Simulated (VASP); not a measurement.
Here is a VASP 6.6.1 calculation.

The input POSCAR:

```
Li2ClF
1.0
    1.6271951910      0.9394615815      5.2105862164
   -1.6271951910      0.9394615815      5.2105862164
    0.0000000000     -1.8789231632      5.2105862163
F Cl Li
1 1 2
Direct
    1.0000000000      0.0000000000      0.0000000000
    0.5000000000      0.5000000000      0.5000000000
    0.2633593308      0.2633593308      0.2633593308
    0.7366406692      0.7366406692      0.7366406692
```

INCAR.step1

```
SYSTEM = Li2ClF
  PREC = Accurate
  ENCUT = 520
  ISMEAR = 0
  SIGMA = 0.01
  LREAL = .False.
  LASPH = .True.
  NELM = 80
  NBANDS = 18
  GGA = PE
  ALGO = Normal
  EDIFF = 1E-4
  LWAVE = .True.
  LCHARG = .False.
```

The input INCAR.step2:

```
SYSTEM = Li2ClF
  PREC = Accurate
  ENCUT = 520
  EDIFF = 1E-7
  ISMEAR = 0
  SIGMA = 0.01
  LREAL = .False.
  LASPH = .True.
  NELM = 80
  ALGO = Normal
  ISIF = 2
  LWAVE = .False.
  LCHARG = .False.
  METAGGA = R2SCAN
  LMIXTAU = .True.
  NBANDS = 18
  ISTART = 1
```

The input KPOINTS:

```
Automatic mesh
0
Gamma
  8 8 8
  0 0 0
```

Potentials or basis: VASP PAW PBE potentials, release 64 (F, Cl, Li_sv).

Run with:

```bash
$ cat potpaw_PBE.64/F/POTCAR potpaw_PBE.64/Cl/POTCAR potpaw_PBE.64/Li_sv/POTCAR > POTCAR
$ cp INCAR.step1 INCAR
$ mpirun -np 1 vasp_std > vasp.out
$ cp INCAR.step2 INCAR
$ mpirun -np 1 vasp_std > vasp.out
```

Q: What does it give for the largest force?

A: 0.030 eV/Å.

Q: Estimate the band gap on the k mesh.

A: 5.71 eV.

Forces in eV/Å, atoms in the order of the input:
```
F    0.000  0.000  0.000
Cl   0.000  0.000  0.000
Li   0.000  0.000  0.030
Li   0.000  0.000 -0.030
```

Caveat: the PAW data sets were made with another functional, which shifts forces and pressure a little. A k mesh can miss the band edges.
